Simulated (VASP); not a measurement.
Runs of VASP 6.6.1 on PbS (rocksalt type). The structure is that of space group Fm-3m (No. 225), or close to it. The cells are those of the table. 

```csv
task,cell,cutoff (eV),smearing,gap on the mesh (eV),pressure (GPa)
single point,"a = 4.133 Å, angles 60.0°, 2 atoms",500,fermi-dirac 0.08 eV,0.04,0.1
single point,"a = 3.705 Å, angles 60.0°, 2 atoms",500,fermi-dirac 0.08 eV,0.14,42.2
single point,"a = 3.386 Å, angles 60.0°, 2 atoms",500,fermi-dirac 0.005 eV,none,(a)
single point,"a = 4.133 Å, angles 60.0°, 2 atoms",520,fermi-dirac 0.08 eV,0.04,0.1
single point,"a = 4.049 Å, angles 60.0°, 2 atoms",520,fermi-dirac 0.08 eV,0.24,4.7
relaxation of cell and atoms,"relaxed from a = 3.809 Å, angles 60.0°, 2 atoms",500,fermi-dirac 0.08 eV,(b),0.0
```

Alike in all rows: level LDA; potentials or basis VASP PAW LDA potentials, release 64 (Pb_d, S); no spin polarisation; k mesh 12 × 12 × 12.

Question: Fill in the values left out.

Answer: (a) 130.3; (b) 0.05.

Caveats: spin-orbit coupling is left out, which moves the levels of the heavy elements.

A k mesh can miss the band edges, and the runs leave out spin-orbit coupling on Pb.

A gap of «none» marks levels without a gap at the run's occupations.
